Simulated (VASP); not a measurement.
# KBr (R3m) in VASP: single point with HSE06

Aim: the single point of KBr with HSE06.

All numbers are computed with VASP 6.6.1; they aren't measurements. Logs are shortened: lines on timing, memory, paths and dates and some standing lists are left out, and cuts for length are marked.

## 1. The cell of the first run

It takes space group R3m (No. 160, trigonal). Conventional cell: a = 5.216 Å, b = 5.216 Å, c = 13.354 Å, α = 90.00°, β = 90.00°, γ = 120.00°. K (site symmetry 3m) has 4 Br at 3.24 to 3.25 Å within 4.3 Å. Within 4.3 Å of Br (site symmetry 3m) lie 4 K at 3.24 to 3.25 Å.

## 2. Single point, HSE06 (strain along [111] +4.5%)

Input file POSCAR:

```
KBr
1.0
    0.1111407520      3.7994400446      3.7994400446
    3.7994400446      0.1111407520      3.7994400446
    3.7994400446      3.7994400446      0.1111407520
K Br
1 1
Direct
    0.0032246971      0.0032246971      0.0032246971
    0.2467753029      0.2467753029      0.2467753029
```

Input file INCAR.step1:

```
SYSTEM = KBr
PREC     = Accurate       ! precision mode
ENCUT    = 520            ! plane-wave cutoff, eV
EDIFF    = 1E-5           ! SCF threshold, eV
ISMEAR   = 0              ! smearing method
SIGMA    = 0.01           ! smearing width, eV
LREAL    = .False.        ! projectors in reciprocal space
LASPH    = .True.         ! aspherical terms in the spheres
NELM     = 100            ! most SCF steps
ALGO     = Normal         ! electronic algorithm
ISIF     = 2              ! what is computed and relaxed
LWAVE    = .True.         ! write WAVECAR
LCHARG   = .False.        ! write CHGCAR
GGA      = PE             ! functional
NBANDS   = 15             ! bands
```

Input file INCAR.step2:

```
SYSTEM = KBr
PREC     = Accurate       ! precision mode
ENCUT    = 520            ! plane-wave cutoff, eV
EDIFF    = 1E-6           ! SCF threshold, eV
ISMEAR   = 0              ! smearing method
SIGMA    = 0.01           ! smearing width, eV
LREAL    = .False.        ! projectors in reciprocal space
LASPH    = .True.         ! aspherical terms in the spheres
NELM     = 100            ! most SCF steps
ALGO     = Normal         ! electronic algorithm
ISIF     = 2              ! what is computed and relaxed
LWAVE    = .False.        ! write WAVECAR
LCHARG   = .False.        ! write CHGCAR
GGA      = PE             ! functional
LHFCALC  = .True.         ! exact exchange
HFSCREEN = 0.2079         ! screening, 1/A
PRECFOCK = Normal       
ISTART   = 1            
NBANDS   = 15             ! bands
```

Input file KPOINTS:

```
regular mesh
0
Gamma
  4 4 4
  0 0 0
```

Potentials or basis: VASP PAW PBE potentials, release 64 (K_sv, Br).

Command:

```console
cat potpaw_PBE.64/K_sv/POTCAR potpaw_PBE.64/Br/POTCAR > POTCAR
cp INCAR.step1 INCAR
mpirun -np 1 vasp_std > vasp.out
cp INCAR.step2 INCAR
mpirun -np 1 vasp_std > vasp.out
```

OUTCAR:

```text
SYSTEM = KBr
   PREC = Accurate
   ENCUT = 520
   EDIFF = 1E-6
   ISMEAR = 0
   LREAL = .False.
   LASPH = .True.
   NELM = 100
   ISIF = 2
   GGA = PE
   LHFCALC = .True.
   HFSCREEN = 0.2079
   PRECFOCK = Normal
   ISTART = 1

 ion  position               nearest neighbor table
   1  0.003  0.003  0.003-   2 3.24   2 3.24   2 3.24   2 3.25
   2  0.247  0.247  0.247-   1 3.24   1 3.24   1 3.24   1 3.25

  LATTYP: Found a trigonal (rhomboedric) cell.
 ALAT       =     5.3743689464
 COS(alpha) =     0.5290255405

  Lattice vectors:

 A1 = (   0.1111407520,   3.7994400446,   3.7994400446)
 A2 = (   3.7994400446,   0.1111407520,   3.7994400446)
 A3 = (   3.7994400446,   3.7994400446,   0.1111407520)

Analysis of symmetry for initial positions (statically):
=====================================================================
 Subroutine PRICEL returns:
 Original cell was already a primitive cell.

 Routine SETGRP: Setting up the symmetry group for a
 trigonal (rhombohedral) supercell.

 Subroutine GETGRP returns: Found  6 space group operations
 (whereof  6 operations were pure point group operations)
 out of a pool of 12 trial point group operations.

The static configuration has the point symmetry C_3v.

Analysis of symmetry for dynamics (positions and initial velocities):
=====================================================================
 Subroutine PRICEL returns:
 Original cell was already a primitive cell.

 Routine SETGRP: Setting up the symmetry group for a
 trigonal (rhombohedral) supercell.

 Subroutine GETGRP returns: Found  6 space group operations
 (whereof  6 operations were pure point group operations)
 out of a pool of 12 trial point group operations.

The dynamic configuration has the point symmetry C_3v.

 Subroutine INISYM returns: Found  6 space group operations
 (whereof  6 operations are pure point group operations),
 and found     1 'primitive' translations

----------------------------------------------------------------------------------------

                                     Primitive cell

  volume of cell :     104.8837

  direct lattice vectors                    reciprocal lattice vectors
     0.111140752  3.799440045  3.799440045    -0.137518003  0.133609669  0.133609669
     3.799440045  0.111140752  3.799440045     0.133609669 -0.137518003  0.133609669
     3.799440045  3.799440045  0.111140752     0.133609669  0.133609669 -0.137518003

  length of vectors
     5.374368946  5.374368946  5.374368946     0.233697001  0.233697001  0.233697001

  position of ions in fractional coordinates (direct lattice)
     0.003224697  0.003224697  0.003224697
     0.246775303  0.246775303  0.246775303

  ion indices of the primitive-cell ions
   primitive index   ion index
                 1           1
                 2           2

----------------------------------------------------------------------------------------

 KPOINTS: regular mesh

Automatic generation of k-mesh.
 Grid dimensions read from file:
 generate k-points for:    4    4    4

 Generating k-lattice:

  Cartesian coordinates                     Fractional coordinates (reciprocal lattice)
    -0.034379501  0.033402417  0.033402417     0.250000000  0.000000000 -0.000000000
     0.033402417 -0.034379501  0.033402417     0.000000000  0.250000000 -0.000000000
     0.033402417  0.033402417 -0.034379501     0.000000000  0.000000000  0.250000000

  Length of vectors
     0.058424250  0.058424250  0.058424250

  Shift w.r.t. Gamma in fractional coordinates (k-lattice)
     0.000000000  0.000000000  0.000000000

 Subroutine IBZKPT returns following result:
 ===========================================

 Found     13 irreducible k-points:

 Following reciprocal coordinates:
            Coordinates               Weight
  0.000000  0.000000  0.000000      1.000000
  0.250000  0.000000  0.000000      6.000000
  0.500000  0.000000  0.000000      3.000000
  0.250000  0.250000  0.000000      6.000000
  0.500000  0.250000  0.000000     12.000000
 -0.250000  0.250000  0.000000      6.000000
  0.500000  0.500000  0.000000      3.000000
  0.250000  0.250000  0.250000      2.000000
  0.500000  0.250000  0.250000      6.000000
 -0.250000  0.250000  0.250000      6.000000
  0.500000  0.500000  0.250000      6.000000
 -0.250000  0.500000  0.250000      6.000000
  0.500000  0.500000  0.500000      1.000000
   k-points           NKPTS =     13   k-points in BZ     NKDIM =     64   number of bands    NBANDS=     15
   number of dos      NEDOS =    301   number of ions     NIONS =      2
   total plane-waves  NPLWV =  64000
   dimension x,y,z NGX =    40 NGY =   40 NGZ =   40
   dimension x,y,z NGXF=    80 NGYF=   80 NGZF=   80
   ions per type =               1   1
   NGX,Y,Z   is equivalent  to a cutoff of  12.37, 12.37, 12.37 a.u.
   NGXF,Y,Z  is equivalent  to a cutoff of  24.75, 24.75, 24.75 a.u.
 SYSTEM =  KBr
   PREC   = accura    normal or accurate (medium, high low for compatibility)
   ISTART =      1    job   : 0-new  1-cont  2-samecut
   ICHARG =      0    charge: 1-file 2-atom 10-const
   ISPIN  =      1    spin polarized calculation?
   LNONCOLLINEAR =      F non collinear calculations
   LSORBIT =      F    spin-orbit coupling
   LASPH  =      T    aspherical Exc in radial PAW
   ENCUT  =  520.0 eV  38.22 Ry    6.18 a.u.   9.99  9.99  9.99*2*pi/ulx,y,z
   NELM   =    100;   NELMIN=  2; NELMDL=  0     # of ELM steps
   EDIFF  = 0.1E-05   stopping-criterion for ELM
   LREAL  =      F    real-space projection
   EDIFFG = 0.1E-04   stopping-criterion for IOM
   NSW    =      0    number of steps for IOM
   IBRION =     -1    ionic relax: 0-MD 1-quasi-New 2-CG
   NFREE  =      0    steps in history (QN), initial steepest desc. (CG)
   ISIF   =      2    stress and relaxation
   ISYM   =      3    0-nonsym 1-usesym 2-fastsym
   POTIM  = 0.5000    time-step for ionic-motion
   TEBEG  =    0.0;   TEEND  =   0.0 temperature during run
   PSTRESS=    0.0 pullay stress
   NELECT =      16.0000    total number of electrons
   NUPDOWN=      -1.0000    fix difference up-down
   EMIN   =  10.00;   EMAX   =-10.00  energy-range for DOS
   EFERMI =   0.00;   METHOD = LEGACY
   ISMEAR =     0;   SIGMA  =   0.01  broadening in eV -4-tet -1-fermi 0-gaus
   EFERMI_NEDOS =   21; number of points for ismear=-14 and -15
   IALGO  =     38    algorithm
   IMIX   =      1    mixing-type and parameters
     AMIX     =   0.40;   BMIX     =  1.00
     AMIX_MAG =   1.60;   BMIX_MAG =  1.00
  volume/ion in A,a.u.               =      52.44       353.89
  Fermi-wavevector in a.u.,A,eV,Ry     =   0.874740  1.653018 10.410765  0.765170
  Thomas-Fermi vector in A             =   1.994313
   LORBIT       =      0    0 simple, 1 ext, 2 COOP (PROOUT), +10 PAW based schemes
   GGA     = PE    functional components
   LHFCALC =     T    Hartree Fock is set to
   PRECFOCK=normal    Normal, Fast or Accurate (Low or Medium for compatibility)
   ENCUT4O =  -1.0   cutoff for four orbital integrals eV
   NKREDX  =     1    reduce k-point grid by
   NKREDY  =     1    reduce k-point grid by
   NKREDZ  =     1    reduce k-point grid by
   AEXX    =    0.2500 exact exchange contribution
   HFSCREEN=    0.2079 screening length (either q_TF or 0.3 A-1)
   HFSCREENC=   0.2079 screening length for correlation (either q_TF or 0.3 A-1)
   ENCUTFOCK=  -1.0 apply spherical cutoff to Coloumb kernel
   IVDW    =     0    specifies the selected vdW correction
   LEPSILON=     F    determine dielectric tensor
   LRPA    =     F    only Hartree local field effects (RPA)
 non-spin polarized calculation
 Gauss-broadening in eV      SIGMA  =   0.01
  energy-cutoff  :      520.00
  volume of cell :      104.88
 maximum number of plane-waves:      2902
  NGX = 30; NGY = 30; NGZ = 30

 number of electron      15.9999999 magnetization

 Free energy of the ion-electron system (eV)
  ---------------------------------------------------
  ext. energy  EPLUGINS =         0.00000000
  ---------------------------------------------------
  free energy    TOTEN  =        -6.96820886 eV

  energy without entropy =       -6.96820886  energy(sigma->0) =       -6.96820886

 E-fermi :  -3.9821     XC(G=0):  -4.9091

 val. band max:       -4.0488925414   @ k =   0.5000   0.5000   0.5000
 cond. band min:       1.2184578498   @ k =   0.0000   0.0000   0.0000
 fundamental gap:      5.2673503912
 Fermi energy:        -3.9820784021

 k-point     1 :       0.0000    0.0000    0.0000
  band No.  band energies     occupation
      1     -34.1838      2.00000
      2     -16.9412      2.00000
      3     -16.3220      2.00000
      4     -16.3220      2.00000
      5     -16.3150      2.00000
      6      -4.1301      2.00000
      7      -4.0651      2.00000
      8      -4.0651      2.00000
      9       1.2185      0.00000
     10       5.8970      0.00000
     11       5.8970      0.00000
     12       6.6792      0.00000
     13       6.7269      0.00000
     14       6.7269      0.00000
     15       7.1332      0.00000

 k-point     2 :       0.2500    0.0000    0.0000
  band No.  band energies     occupation
      1     -34.1831      2.00000
      2     -17.0395      2.00000
      3     -16.3252      2.00000
      4     -16.3196      2.00000
      5     -16.2096      2.00000
      6      -4.2833      2.00000
      7      -4.1141      2.00000
      8      -4.0710      2.00000
      9       2.0893      0.00000
     10       5.3278      0.00000
     11       5.5486      0.00000
     12       5.6358      0.00000
     13       6.6473      0.00000
     14       7.0584      0.00000
     15       7.3914      0.00000
[... 167 lines left out ...]
      3     -16.3399      2.00000
      4     -16.3332      2.00000
      5     -16.0464      2.00000
      6      -4.3340      2.00000
      7      -4.2758      2.00000
      8      -4.1138      2.00000
      9       3.3292      0.00000
     10       4.2395      0.00000
     11       5.7215      0.00000
     12       5.7964      0.00000
     13       6.5724      0.00000
     14       6.9253      0.00000
     15       7.7097      0.00000

 k-point    13 :       0.5000    0.5000    0.5000
  band No.  band energies     occupation
      1     -34.1828      2.00000
      2     -17.1373      2.00000
      3     -16.3269      2.00000
      4     -16.3269      2.00000
      5     -16.0902      2.00000
      6      -4.4792      2.00000
      7      -4.0489      2.00000
      8      -4.0489      2.00000
      9       3.4352      0.00000
     10       3.7984      0.00000
     11       5.3963      0.00000
     12       5.3963      0.00000
     13       6.8376      0.00000
     14       6.8376      0.00000
     15       7.2314      0.00000

------------------------ aborting loop because EDIFF is reached ----------------------------------------

  FORCE on cell =-STRESS in cart. coord.  units (eV):
  Direction    XX          YY          ZZ          XY          YZ          ZX
  --------------------------------------------------------------------------------------
  -------------------------------------------------------------------------------------
  Total       -0.1769440     -0.1769440     -0.1769440     -0.0536541     -0.0536541     -0.0536541
  in kB       -2.7029529     -2.7029529     -2.7029529     -0.8196073     -0.8196073     -0.8196073
  external PRESSURE =      -2.7029529 kB  Pullay stress =       0.0000000 kB

 VOLUME and BASIS-vectors are now :
 -----------------------------------------------------------------------------
  energy-cutoff  :      520.00
  volume of cell :      104.88
      direct lattice vectors                 reciprocal lattice vectors
     0.111140752  3.799440045  3.799440045    -0.137518003  0.133609669  0.133609669
     3.799440045  0.111140752  3.799440045     0.133609669 -0.137518003  0.133609669
     3.799440045  3.799440045  0.111140752     0.133609669  0.133609669 -0.137518003

 POSITION                                       TOTAL-FORCE (eV/Angst)
 -----------------------------------------------------------------------------------
      0.02486      0.02486      0.02486        -0.005331     -0.005331     -0.005331
      1.90264      1.90264      1.90264         0.005331      0.005331      0.005331
 -----------------------------------------------------------------------------------
    total drift:                               -0.000091     -0.000095     -0.000097

  FREE ENERGIE OF THE ION-ELECTRON SYSTEM (eV)
  ---------------------------------------------------
  free  energy   TOTEN  =        -6.9682088589 eV

  energy  without entropy=       -6.9682088589  energy(sigma->0) =       -6.96820886
```

Run time: 14 min. Hardware: 1 thread of Intel Xeon Platinum 8488C (Sapphire Rapids), shared host; peak memory 0.36 GiB.

Results:

- Free energy: -6.9682 eV
- Pressure: -0.3 GPa
- Largest force: 0.009 eV/Å
- Band gap on the k mesh: 5.27 eV (least direct gap 5.28 eV)

Forces in eV/Å, atoms in the order of the input:
```
K   -0.005 -0.005 -0.005
Br   0.005  0.005  0.005
```

Caveat: the cell differs from its parent crystal (strain along [111] +4.5%); the structure was generated, so it needn't be the stable form of KBr; the PAW data sets were made with another functional, which shifts forces and pressure a little. A k mesh can miss the band edges.
